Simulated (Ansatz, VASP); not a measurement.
## Cr in VASP and in Ansatz

```xyz
1
Lattice="-1.4248 1.4248 1.4248 1.4248 -1.4248 1.4248 1.4248 1.4248 -1.4248" Properties=species:S:1:pos:R:3 pbc="T T T"
Cr    0.0000    0.0000    0.0000
```

Alike in both runs: functional PBE; k mesh 10 × 10 × 10; occupations gaussian, width 0.1 eV; no spin polarisation.

Ansatz relaxed the structure, and its values are those at the end. VASP's run is a single point on that final structure, the one shown.

|  | VASP | Ansatz |
| --- | --- | --- |
| version | VASP 6.6.1 | Ansatz 0.2.0 |
| potentials or method | VASP PAW PBE potentials, release 64 (Cr_pv), cutoff 500 eV | scalar-relativistic, plane waves, PAW |
| valence electrons in the cell | 12 | 14 |

VASP gave:

```
gap on the k mesh at the Fermi level (eV) : none
pressure (GPa)                            : -0.7
```

**Question.** Estimate Ansatz's values.

**Answer.** gap on the k mesh at the Fermi level (eV): none; pressure (GPa): 0.1.

A gap of «none» marks a metal or a gap that the smearing closes. VASP's potentials hold 12 valence electrons a cell and Ansatz's 14, so a difference there can come from the potentials and not from the codes.
